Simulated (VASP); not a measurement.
Set up this calculation in VASP 6.6.1, as the native input.

| Item | Value |
| --- | --- |
| Task | single point |
| Functional | LDA |
| Potentials or basis | VASP PAW LDA potentials, release 64 (Mg) |
| Cutoff | 520 eV |
| k mesh | 10 × 10 × 5 |
| Occupations | fermi-dirac, width 0.05 eV |
| Spin | no spin polarisation |
| Dipole correction | no |
| Further INCAR settings | ALGO = Normal; EDIFF = 1e-06; NBANDS = 9 |

The structure of Mg lies in POSCAR:

```
Mg
1.0
    3.2515324747      0.0000000000      0.0000000000
   -1.6257662373      2.8159097243      0.0000000000
    0.0000000000      0.0000000000      5.2788644417
Mg
2
Direct
    0.6666666667      0.3333333333      0.7500000000
    0.3333333333      0.6666666667      0.2500000000
```

This cell differs from its parent crystal: volume scaled by 1.04.

The input as run:

INCAR

```
SYSTEM = Mg
ALGO = Normal
EDIFF = 1E-6
ENCUT = 520
GGA = CA
ISIF = 2
ISMEAR = -1
LASPH = .TRUE.
LCHARG = .FALSE.
LREAL = .FALSE.
LWAVE = .FALSE.
NBANDS = 9
NELM = 100
PREC = Accurate
SIGMA = 0.05
```

KPOINTS

```
k-points
0
G
  10 10 5
  0 0 0
```

Potentials or basis: VASP PAW LDA potentials, release 64 (Mg).

Command:

```bash
$ cat potpaw_LDA.64/Mg/POTCAR > POTCAR
$ mpirun -np 1 vasp_std > vasp.out
```

Results of the run:

```
Pressure               : -3.7 GPa
Band gap on the k mesh : zero (band 2 reaches 2.91 eV, above the bottom of band 3 at 0.93 eV)
```

Wall time 23 s on 1 thread of AMD EPYC 9R45, on a shared host, peak memory 0.12 GiB.
